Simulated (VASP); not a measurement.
Runs of VASP 6.6.1 on HfBi2O2. The structure is that of space group P6/mmm (No. 191), or close to it. The cells are those of the table. 

| task | cell | k mesh | cutoff (eV) | gap on the mesh (eV) | pressure (GPa) | relaxed volume (Å³/atom) | largest force (eV/Å) |
| --- | --- | --- | --- | --- | --- | --- | --- |
| single point | a = 4.360, b = 4.360, c = 7.312 Å, angles 90.0, 90.0, 120.0°, 5 atoms | 6 × 6 × 4 | 520 | none | 10.5 | - | 7.40 |
| relaxation of cell and atoms | relaxed from a = 4.360, b = 4.360, c = 7.312 Å, angles 90.0, 90.0, 120.0°, 5 atoms | 6 × 6 × 4 | 600 | none | 0.0 | 22.69 | - |
| single point | a = 3.721, b = 3.721, c = 9.744 Å, angles 90.0, 90.0, 120.0°, 5 atoms | 12 × 12 × 4 | 520 | none | -0.8 | - | 0.02 |
| single point | a = 3.722, b = 3.722, c = 9.658 Å, angles 90.0, 90.0, 120.0°, 5 atoms | 6 × 6 × 4 | 520 | none | (b) | - | 0.02 |
| relaxation of cell and atoms | relaxed from a = 3.722, b = 3.722, c = 9.658 Å, angles 90.0, 90.0, 120.0°, 5 atoms | 12 × 12 × 4 | 600 | none | 0.0 | (a) | - |

Alike in all rows: level PBE; potentials or basis VASP PAW PBE potentials, release 64 (Hf_pv, Bi_d, O); no spin polarisation; smearing gaussian 0.1 eV.

Fill in the values left out.

(a) 23.16; (b) -0.7.

Caveats: spin-orbit coupling is left out, which moves the levels of the heavy elements; forces of over 1 eV/Å act on the atoms, so gaps and moduli don't describe the material at rest (some runs).

A k mesh can miss the band edges, and the runs leave out spin-orbit coupling on Bi, Hf.

A gap of «none» marks levels without a gap at the run's occupations.
